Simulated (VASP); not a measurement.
Wanted: the native input for a VASP 6.6.1 run.

```
Task                   : single point
Functional             : PBE
Dispersion             : D3(BJ)
Potentials or basis    : VASP PAW PBE potentials, release 64 (Ir, O)
Cutoff                 : 520 eV
k mesh                 : 5 × 5 × 1
Occupations            : gaussian, width 0.1 eV
Spin                   : no spin polarisation
Dipole correction      : yes
Further INCAR settings : ALGO = Normal; EDIFF = 1e-06; NBANDS = 69
```

The structure of Ir12O lies in POSCAR:

```
Ir12O
1.0
    5.4309029918      0.0000000000      0.0000000000
    0.0000000000      5.4309029918      0.0000000000
    0.0000000000      0.0000000000     21.0013955423
Ir O
12 1
Direct
    0.2500000000      0.2500000000      0.1904635333
    0.2500000000      0.7500000000      0.1904635333
    0.7500000000      0.2500000000      0.1904635333
    0.7500000000      0.7500000000      0.1904635333
    0.0000000000      0.0000000000      0.2785823619
    0.0000000000      0.5000000000      0.2785823619
    0.5000000000      0.0000000000      0.2785823619
    0.5000000000      0.5000000000      0.2785823619
    0.2500000000      0.2500000000      0.3667087517
    0.2500000000      0.7500000000      0.3667087517
    0.7500000000      0.2500000000      0.3667087517
    0.7500000000      0.7500000000      0.3667087517
    0.4166666667      0.5000000000      0.4857484600
```

One way to write it, as run:

INCAR

```
PREC = Accurate
ENCUT = 520
EDIFF = 1E-6
ISMEAR = 0
SIGMA = 0.1
LREAL = F
LASPH = T
NELM = 80
ALGO = Normal
ISIF = 2
LWAVE = F
LCHARG = F
LDIPOL = T
IDIPOL = 3
DIPOL = 0.5 0.5 0.295
GGA = PE
IVDW = 12
NBANDS = 69
```

KPOINTS

```
regular mesh
0
Gamma
  5 5 1
```

Potentials or basis: VASP PAW PBE potentials, release 64 (Ir, O).

Launch:

```bash
$ cat potpaw_PBE.64/Ir/POTCAR potpaw_PBE.64/O/POTCAR > POTCAR
$ mpirun -np 1 vasp_std > vasp.out
```

Results of the run:

```json
{
  "Largest force": "3.055 eV/Å",
  "Band gap on the k mesh": "zero (bands 57 and 58 overlap by 1.10 eV)",
  "Dispersion energy per atom": "-0.424 eV"
}
```

Caveat: spin-orbit coupling is left out, which moves the levels of the heavy elements.

It took 41 min on 1 thread of Intel(R) Xeon(R) Platinum 8259CL CPU @ 2.50GHz (Skylake/Cascade Lake), with other jobs on the host, peak memory 0.73 GiB.
